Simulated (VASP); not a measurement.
Cr, 1 atom in the cell. The structure is cubic, space group Fm-3m (No. 225). Conventional cell: a = 3.543 Å, b = 3.543 Å, c = 3.543 Å, α = 90.00°, β = 90.00°, γ = 90.00°. Within 3.3 Å of Cr (site symmetry m-3m) lie 12 Cr at 2.51 Å. This isn't the form of Cr at room conditions, which is bcc.

| Property | Result |
| --- | --- |
| Program | VASP 6.6.1 |
| Task | single point |
| Functional | LDA |
| Potentials or basis | VASP PAW LDA potentials, release 64 (Cr_pv) |
| Cutoff | 520 eV |
| k mesh | 25 × 25 × 25 |
| Occupations | fermi-dirac, width 0.05 eV |
| Spin | collinear spin, ferromagnetic start |
| Starting moments | [1.5] μB |
| Dipole correction | no |
| Further INCAR settings | ALGO = Normal; EDIFF = 1e-07; NBANDS = 16 |

Potentials or basis: VASP PAW LDA potentials, release 64 (Cr_pv).

Run with:

```bash
$ cat potpaw_LDA.64/Cr_pv/POTCAR > POTCAR
$ mpirun -np 1 vasp_std > vasp.out
```

Hardware: 1 thread of Intel(R) Xeon(R) 6975P-C (Granite Rapids), on a shared host.

Q: Estimate the wall time of this run.

A: Run time: 64 s on 1 thread of Intel(R) Xeon(R) 6975P-C (Granite Rapids) (shared host), peak memory 0.22 GiB. Counts: scf iterations 14, k points 455.
